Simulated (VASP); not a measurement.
**AlN: single point with PBEsol**

AlN:

```
CELL_PARAMETERS angstrom
3.20433 0.00000 0.00000
-1.60217 2.77503 0.00000
0.00000 0.00000 4.97800
ATOMIC_POSITIONS crystal
Al 0.33333 0.66667 0.00000
Al 0.66667 0.33333 0.50000
N 0.33333 0.66667 0.38500
N 0.66667 0.33333 0.88500
```

This cell differs from its parent crystal: strain +0.030 along x and y, +0.000 along z.

```yaml
Program: VASP 6.6.1
Task: single point
Functional: PBEsol
Potentials_or_basis: VASP PAW PBE potentials, release 64 (Al, N)
Cutoff: 600 eV
k_mesh: 12 × 12 × 6
Occupations: gaussian, width 0.05 eV
Spin: no spin polarisation
Dipole_correction: no
Further_INCAR_settings: ALGO = Normal; EDIFF = 1e-06; NBANDS = 16
```

The pressure is -10.6 GPa, the largest force is 0.101 eV/Å and the band gap on the k mesh is 3.51 eV, direct.

Forces on the atoms (eV/Å):
```
Al   0.000  0.000 -0.101
Al   0.000  0.000 -0.101
N    0.000  0.000  0.101
N    0.000  0.000  0.101
```

Stress tensor (GPa, compression positive):
```
-13.64   0.00   0.00
  0.00 -13.64   0.00
  0.00   0.00  -4.55
```

Levels at points of the mesh, in eV from the valence-band top:
```csv
k point,band 4,band 5,band 6,band 7,band 8,band 9,band 10,band 11,band 12,band 13
"(0.00, 0.00, 0.00)",-1.11,-1.11,-0.38,-0.38,0.00,3.51,5.68,10.10,10.22,10.22
"(0.50, 0.00, 0.00)",-4.11,-3.37,-2.29,-1.83,-0.80,5.20,5.62,7.46,9.64,10.26
"(0.00, 0.00, 0.50)",-3.27,-0.76,-0.76,-0.76,-0.76,5.67,5.67,9.75,9.75,10.54
"(0.50, 0.00, 0.50)",-5.59,-1.63,-1.63,-1.36,-1.36,4.94,4.94,8.69,8.69,11.03
```

Wall time 21 s on 1 thread of Intel(R) Xeon(R) 6975P-C (Granite Rapids), with other jobs on the host, peak memory 0.2 GiB.

Caveat: the cell differs from its parent crystal (strain +0.030 along x and y, +0.000 along z); the PAW data sets were made with another functional, which shifts forces and pressure a little. A k mesh can miss the band edges.
